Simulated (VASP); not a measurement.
# TiSi2 (Fddd) in VASP: settings compared, part 2 of 2

VASP 6.6.1. The steps go on from the part before.

### Step 4. Single point, revPBE+D4

This run uses another cell than the first one, of 13.59 Å³/atom, 1.170 times its volume.

Input file INCAR:

```
SYSTEM = TiSi2
ALGO = Normal
EDIFF = 1E-7
ENCUT = 520
GGA = RE
ISIF = 2
ISMEAR = -1
IVDW = 13
LASPH = .TRUE.
LCHARG = .FALSE.
LREAL = .FALSE.
LWAVE = .FALSE.
NBANDS = 29
NELM = 80
PREC = Accurate
SIGMA = 0.05
```

Input file KPOINTS:

```
k-points
0
G
  7 7 7
  0 0 0
```

Input file POSCAR:

```
TiSi2
1.0
    0.0000000000      4.0568652527      4.2456806974
    2.3668374262      0.0000000000      4.2456806974
    2.3668374262      4.0568652527      0.0000000000
Ti Si
2 4
Direct
    0.7500000000      0.7500000000      0.7500000000
    0.5000000000      0.5000000000      0.5000000000
    0.4132975605      0.0867024395      0.4132975605
    0.0867024395      0.4132975605      0.0867024395
    0.1632975605      0.8367024395      0.1632975605
    0.8367024395      0.1632975605      0.8367024395
```

Potentials or basis: VASP PAW PBE potentials, release 64 (Ti_sv, Si).

The run is started by

```
$ cat potpaw_PBE.64/Ti_sv/POTCAR potpaw_PBE.64/Si/POTCAR > POTCAR
$ mpirun -np 1 vasp_std > vasp.out
```

OUTCAR:

```text
SYSTEM = TiSi2
   EDIFF = 1E-7
   ENCUT = 520
   GGA = RE
   ISIF = 2
   ISMEAR = -1
   IVDW = 13
   LASPH = .TRUE.
   LREAL = .FALSE.
   NELM = 80
   PREC = Accurate

 ion  position               nearest neighbor table
   1  0.750  0.750  0.750-   6 2.53   5 2.53   6 2.53   5 2.53   3 2.71   3 2.71   4 2.71   4 2.71
                             3 2.73   4 2.73
   2  0.500  0.500  0.500-   4 2.53   3 2.53   4 2.53   3 2.53   5 2.71   5 2.71   6 2.71   6 2.71
                             5 2.73   6 2.73
   3  0.413  0.087  0.413-   6 2.51   6 2.51   2 2.53   2 2.53   4 2.65   1 2.71   1 2.71   1 2.73
                             4 2.75   4 2.75
   4  0.087  0.413  0.087-   5 2.51   5 2.51   2 2.53   2 2.53   3 2.65   1 2.71   1 2.71   1 2.73
                             3 2.75   3 2.75
   5  0.163  0.837  0.163-   4 2.51   4 2.51   1 2.53   1 2.53   6 2.65   2 2.71   2 2.71   2 2.73
                             6 2.75   6 2.75
   6  0.837  0.163  0.837-   3 2.51   3 2.51   1 2.53   1 2.53   5 2.65   2 2.71   2 2.71   2 2.73
                             5 2.75   5 2.75

  LATTYP: Found a face centered orthorhombic cell.
 ALAT       =     4.7336748524
 B/A-ratio  =     1.7140447450
 C/A-ratio  =     1.7938201629

  Lattice vectors:

 A1 = (   0.0000000000,   4.0568652527,   4.2456806974)
 A2 = (   2.3668374262,   0.0000000000,   4.2456806974)
[... 195 lines left out ...]
      1     -45.6551      2.00000
      2     -45.6229      2.00000
      3     -22.0064      2.00000
      4     -21.9898      2.00000
      5     -21.9007      2.00000
      6     -21.8846      2.00000
[... 757 lines left out ...]
     28      14.7678      0.00000
     29      14.8900      0.00000

 [... further k-points ...]

------------------------ aborting loop because EDIFF is reached ----------------------------------------

  DFT-D4 for vdW energy calculation

  Edisp (eV):   -4.23269

  FORCE on cell =-STRESS in cart. coord.  units (eV):
  Direction    XX          YY          ZZ          XY          YZ          ZX
  --------------------------------------------------------------------------------------
  -------------------------------------------------------------------------------------
  Total      -0.14883    -0.12737    -0.14633     0.00000     0.00000     0.00000
  in kB      -2.92455    -2.50293    -2.87545     0.00000     0.00000     0.00000
  external pressure =       -2.77 kB  Pullay stress =        0.00 kB

 VOLUME and BASIS-vectors are now :
 -----------------------------------------------------------------------------
  energy-cutoff  :      520.00
  volume of cell :       81.53
      direct lattice vectors                 reciprocal lattice vectors
     0.000000000  4.056865253  4.245680697    -0.211252363  0.123247870  0.117766746
     2.366837426  0.000000000  4.245680697     0.211252363 -0.123247870  0.117766746
     2.366837426  4.056865253  0.000000000     0.211252363  0.123247870 -0.117766746

 POSITION                                       TOTAL-FORCE (eV/Angst)
 -----------------------------------------------------------------------------------
      3.55026      6.08530      6.36852        -0.000000     -0.000000      0.000000
      2.36684      4.05687      4.24568         0.000000     -0.000000      0.000000
      1.18342      3.35339      2.12284         0.000000     -0.000670      0.000000
      1.18342      0.70348      2.12284         0.000000      0.000670      0.000000
      2.36684      1.32495      4.24568        -0.000000     -0.000670     -0.000000
      2.36684      6.78878      4.24568        -0.000000      0.000670     -0.000000
 -----------------------------------------------------------------------------------
    total drift:                               -0.000000     -0.000000     -0.000000

  FREE ENERGIE OF THE ION-ELECTRON SYSTEM (eV)
  ---------------------------------------------------
  free  energy   TOTEN  =       -43.1884813251 eV

  energy  without entropy=      -43.1688829664  energy(sigma->0) =      -43.17868215
```

OSZICAR:

```text
N       E                     dE             d eps       ncg     rms          rms(c)
DAV:   1     0.394142154991E+03    0.39414E+03   -0.18737E+04  3712   0.147E+03
DAV:   2     0.399570650933E+01   -0.39015E+03   -0.37947E+03  3722   0.434E+02
DAV:   3    -0.389809728975E+02   -0.42977E+02   -0.42174E+02  6223   0.120E+02
DAV:   4    -0.422217262479E+02   -0.32408E+01   -0.32233E+01  5216   0.299E+01
DAV:   5    -0.424138013877E+02   -0.19208E+00   -0.19201E+00  5672   0.628E+00    0.196E+01
DAV:   6    -0.395388564550E+02    0.28749E+01   -0.30630E+01  5287   0.400E+01    0.737E+00
DAV:   7    -0.390265818489E+02    0.51227E+00   -0.57738E+00  5038   0.180E+01    0.567E+00
DAV:   8    -0.389692365075E+02    0.57345E-01   -0.72756E-01  5133   0.692E+00    0.141E+00
DAV:   9    -0.389548805139E+02    0.14356E-01   -0.14471E-01  5065   0.319E+00    0.555E-01
DAV:  10    -0.389560975940E+02   -0.12171E-02   -0.59497E-03  4957   0.572E-01    0.278E-01
DAV:  11    -0.389559282128E+02    0.16938E-03   -0.59922E-03  5704   0.590E-01    0.174E-01
DAV:  12    -0.389557908915E+02    0.13732E-03   -0.12307E-03  5131   0.279E-01    0.189E-02
DAV:  13    -0.389557900084E+02    0.88310E-06   -0.31586E-05  4704   0.500E-02    0.177E-02
DAV:  14    -0.389557895081E+02    0.50030E-06   -0.30727E-06  4891   0.149E-02    0.396E-03
DAV:  15    -0.389557893554E+02    0.15272E-06   -0.10048E-06  5158   0.754E-03    0.593E-04
DAV:  16    -0.389557894086E+02   -0.53232E-07   -0.40975E-08  2812   0.149E-03
   1 F= -.43188481E+02 E0= -.43178682E+02  d E =-.195984E-01
```

stdout:

```text
POSCAR found type information on POSCAR TiSi
 POSCAR found :  2 types and       6 ions
 scaLAPACK will be used
 -----------------------------------------------------------------------------
|                                                                             |
|                                                                             |
|     You enforced a specific xc type in the INCAR file but a different       |
|     I HOPE YOU KNOW WHAT YOU ARE DOING!                                     |
|                                                                             |
 -----------------------------------------------------------------------------

 LDA part: xc-table for (Slater+PW92), standard interpolation
 POSCAR, INCAR and KPOINTS ok, starting setup
 FFT: planning ... GRIDC
 FFT: planning ... GRID_SOFT
 FFT: planning ... GRID
 WAVECAR not read
 entering main loop
```

Run time: 77 s. Hardware: 1 thread of Intel Xeon 6975P-C (Granite Rapids), shared host; peak memory 0.31 GiB.

What came out:

```yaml
Free_energy: -43.1885 eV
Pressure: -0.3 GPa
Band_gap_on_the_k_mesh: zero (band 20 reaches 11.34 eV, above the bottom of band 21 at 9.49 eV)
Dispersion_energy_per_atom: -0.705 eV
```

Caveat: the PAW data sets were made with another functional, which shifts forces and pressure a little; pairwise dispersion overbinds metals, which lowers pressure and volume.

### Step 5. Single point, RPBE+D4

This run uses another cell than the first one, of 13.57 Å³/atom, 1.168 times its volume.

Input file INCAR:

```
  PREC = Accurate
  ENCUT = 520
  EDIFF = 1E-7
  ISMEAR = -1
  SIGMA = 0.05
  LREAL = False
  LASPH = True
  NELM = 100
  ALGO = Normal
  ISIF = 2
  LWAVE = False
  LCHARG = False
  GGA = RP
  IVDW = 13
  NBANDS = 29
```

Input file KPOINTS:

```
Automatic mesh
0
Gamma
  7 7 7
```

Input file POSCAR:

```
TiSi2
1.0
    0.0000000000      4.0533877693      4.2441815763
    2.3661332771      0.0000000000      4.2441815763
    2.3661332771      4.0533877693      0.0000000000
Ti Si
2 4
Direct
    0.7500000000      0.7500000000      0.7500000000
    0.5000000000      0.5000000000      0.5000000000
    0.4132628361      0.0867371639      0.4132628361
    0.0867371639      0.4132628361      0.0867371639
    0.1632628361      0.8367371639      0.1632628361
    0.8367371639      0.1632628361      0.8367371639
```

The run is started by

```
$ cat potpaw_PBE.64/Ti_sv/POTCAR potpaw_PBE.64/Si/POTCAR > POTCAR
$ mpirun -np 1 vasp_std > vasp.out
```

It took 95 s on 1 thread of Intel Xeon 6975P-C (Granite Rapids), shared host; peak memory 0.31 GiB.

It converged, with:

```yaml
Free_energy: -43.3550 eV
Pressure: -0.3 GPa
Band_gap_on_the_k_mesh: zero (band 20 reaches 11.38 eV, above the bottom of band 21 at 9.53 eV)
Dispersion_energy_per_atom: -0.811 eV
```

Levels at points of the mesh, in eV from the Fermi level:
```tsv
k point	band 17	band 18	band 19	band 20	band 21	band 22	band 23	band 24
(0.00, 0.00, 0.00)	-2.37	-2.05	-1.79	-1.37	-0.94	2.14	3.25	3.46
```

Caveat: the PAW data sets were made with another functional, which shifts forces and pressure a little; pairwise dispersion overbinds metals, which lowers pressure and volume.

### Step 6. Single point, PBEsol+D4

This run uses another cell than the first one, of 13.54 Å³/atom, 1.166 times its volume.

Input file INCAR:

```
SYSTEM = TiSi2
PREC     = Accurate       ! precision mode
ENCUT    = 520            ! plane-wave cutoff, eV
EDIFF    = 1E-6           ! SCF threshold, eV
ISMEAR   = -1             ! smearing method
SIGMA    = 0.05           ! smearing width, eV
LREAL    = .FALSE.        ! projectors in reciprocal space
LASPH    = .TRUE.         ! aspherical terms in the spheres
NELM     = 60             ! most SCF steps
ALGO     = Normal         ! electronic algorithm
ISIF     = 2              ! what is computed and relaxed
LWAVE    = .FALSE.        ! write WAVECAR
LCHARG   = .FALSE.        ! write CHGCAR
GGA      = PS             ! functional
IVDW     = 13             ! dispersion correction
NBANDS   = 29             ! bands
```

Input file KPOINTS:

```
regular mesh
0
G
  7 7 7
  0 0 0
```

Input file POSCAR:

```
TiSi2
1.0
    0.0000000000      4.0529462657      4.2384256191
    2.3654635201      0.0000000000      4.2384256191
    2.3654635201      4.0529462657      0.0000000000
Ti Si
2 4
Direct
    0.7500000000      0.7500000000      0.7500000000
    0.5000000000      0.5000000000      0.5000000000
    0.4135917053      0.0864082947      0.4135917053
    0.0864082947      0.4135917053      0.0864082947
    0.1635917053      0.8364082947      0.1635917053
    0.8364082947      0.1635917053      0.8364082947
```

Potentials or basis: VASP PAW PBE potentials, release 64 (Ti_sv, Si).

The run is started by

```
$ cat potpaw_PBE.64/Ti_sv/POTCAR potpaw_PBE.64/Si/POTCAR > POTCAR
$ mpirun -np 1 vasp_std > vasp.out
```

OUTCAR:

```text
SYSTEM = TiSi2
   PREC = Accurate
   ENCUT = 520
   EDIFF = 1E-6
   ISMEAR = -1
   LREAL = .FALSE.
   LASPH = .TRUE.
   NELM = 60
   ISIF = 2
   GGA = PS
   IVDW = 13

 ion  position               nearest neighbor table
   1  0.750  0.750  0.750-   6 2.53   5 2.53   6 2.53   5 2.53   3 2.71   3 2.71   4 2.71   4 2.71
                             3 2.73   4 2.73
   2  0.500  0.500  0.500-   4 2.53   3 2.53   4 2.53   3 2.53   5 2.71   5 2.71   6 2.71   6 2.71
                             5 2.73   6 2.73
   3  0.414  0.086  0.414-   6 2.51   6 2.51   2 2.53   2 2.53   4 2.65   1 2.71   1 2.71   1 2.73
                             4 2.75   4 2.75
   4  0.086  0.414  0.086-   5 2.51   5 2.51   2 2.53   2 2.53   3 2.65   1 2.71   1 2.71   1 2.73
                             3 2.75   3 2.75
   5  0.164  0.836  0.164-   4 2.51   4 2.51   1 2.53   1 2.53   6 2.65   2 2.71   2 2.71   2 2.73
                             6 2.75   6 2.75
   6  0.836  0.164  0.836-   3 2.51   3 2.51   1 2.53   1 2.53   5 2.65   2 2.71   2 2.71   2 2.73
                             5 2.75   5 2.75

  LATTYP: Found a face centered orthorhombic cell.
 ALAT       =     4.7309270402
 B/A-ratio  =     1.7133835425
 C/A-ratio  =     1.7917949624

[... 194 lines left out ...]
 fundamental gap:      0.0065507523
 Fermi energy:        10.4897414207

 k-point     1 :       0.0000    0.0000    0.0000
  band No.  band energies     occupation
      1     -45.4158      2.00000
      2     -45.3818      2.00000
      3     -21.9299      2.00000
      4     -21.9088      2.00000
      5     -21.8207      2.00000
      6     -21.8040      2.00000
[... 757 lines left out ...]
     28      14.6770      0.00000
     29      14.7987      0.00000

 [... further k-points ...]

------------------------ aborting loop because EDIFF is reached ----------------------------------------

  DFT-D4 for vdW energy calculation

  Edisp (eV):   -1.42213

  FORCE on cell =-STRESS in cart. coord.  units (eV):
  Direction    XX          YY          ZZ          XY          YZ          ZX
  --------------------------------------------------------------------------------------
  -------------------------------------------------------------------------------------
  Total       0.07819     0.06360     0.10586     0.00000     0.00000     0.00000
  in kB       1.54156     1.25394     2.08698     0.00000     0.00000     0.00000
  external pressure =        1.63 kB  Pullay stress =        0.00 kB

 VOLUME and BASIS-vectors are now :
 -----------------------------------------------------------------------------
  energy-cutoff  :      520.00
  volume of cell :       81.27
      direct lattice vectors                 reciprocal lattice vectors
     0.000000000  4.052946266  4.238425619    -0.211375063  0.123367044  0.117968332
     2.365463520  0.000000000  4.238425619     0.211375063 -0.123367044  0.117968332
     2.365463520  4.052946266  0.000000000     0.211375063  0.123367044 -0.117968332

 POSITION                                       TOTAL-FORCE (eV/Angst)
 -----------------------------------------------------------------------------------
      3.54820      6.07942      6.35764        -0.000000     -0.000000      0.000000
      2.36546      4.05295      4.23843         0.000000     -0.000000      0.000000
      1.18273      3.35253      2.11921        -0.000000      0.001881      0.000000
      1.18273      0.70042      2.11921        -0.000000     -0.001881      0.000000
      2.36546      1.32606      4.23843         0.000000      0.001881     -0.000000
      2.36546      6.77984      4.23843         0.000000     -0.001881     -0.000000
 -----------------------------------------------------------------------------------
    total drift:                               -0.000000     -0.000000      0.000000

  FREE ENERGIE OF THE ION-ELECTRON SYSTEM (eV)
  ---------------------------------------------------
  free  energy   TOTEN  =       -45.0873993446 eV

  energy  without entropy=      -45.0680751324  energy(sigma->0) =      -45.07773724
```

stdout:

```text
POSCAR found type information on POSCAR TiSi
 POSCAR found :  2 types and       6 ions
 scaLAPACK will be used
 -----------------------------------------------------------------------------
|                                                                             |
|                                                                             |
|     You enforced a specific xc type in the INCAR file but a different       |
|     I HOPE YOU KNOW WHAT YOU ARE DOING!                                     |
|                                                                             |
 -----------------------------------------------------------------------------

 LDA part: xc-table for (Slater+PW92), standard interpolation
 POSCAR, INCAR and KPOINTS ok, starting setup
 FFT: planning ... GRIDC
 FFT: planning ... GRID_SOFT
 FFT: planning ... GRID
 WAVECAR not read
 entering main loop
```

It took 80 s on 1 thread of Intel Xeon 6975P-C (Granite Rapids), shared host; peak memory 0.3 GiB.

What came out:

```
Free energy                : -45.0874 eV
Pressure                   : 0.2 GPa
Band gap on the k mesh     : zero (band 20 reaches 11.21 eV, above the bottom of band 21 at 9.36 eV)
Dispersion energy per atom : -0.237 eV
```

Caveat: the PAW data sets were made with another functional, which shifts forces and pressure a little; pairwise dispersion overbinds metals, which lowers pressure and volume.

### Step 7. Summary

| level | cell | gap on the mesh (eV) | pressure (GPa) |
| --- | --- | --- | --- |
| RPBE+D3(BJ) | a = 5.575, b = 4.649, c = 4.423 Å, angles 75.8, 53.9, 50.3°, 6 atoms | none | -0.6 |
| revPBE+D3(BJ) | a = 5.815, b = 4.819, c = 4.644 Å, angles 75.8, 53.5, 50.7°, 6 atoms | none | -0.3 |
| revPBE+D4 | a = 5.872, b = 4.861, c = 4.697 Å, angles 75.8, 53.4, 50.8°, 6 atoms | none | -0.3 |
| RPBE+D4 | a = 5.869, b = 4.859, c = 4.693 Å, angles 75.8, 53.4, 50.8°, 6 atoms | none | -0.3 |
| PBEsol+D4 | a = 5.864, b = 4.854, c = 4.693 Å, angles 75.8, 53.4, 50.9°, 6 atoms | none | 0.2 |

Alike in all rows: task single point; potentials or basis VASP PAW PBE potentials, release 64 (Ti_sv, Si); no spin polarisation; k mesh 7 × 7 × 7; cutoff (eV) 520; smearing fermi-dirac 0.05 eV.

Caveats: the PAW data sets were made with another functional, which shifts forces and pressure a little; pairwise dispersion overbinds metals, which lowers pressure and volume.

Total energies depend on the potentials used, so only differences within one code and one set of settings carry meaning.
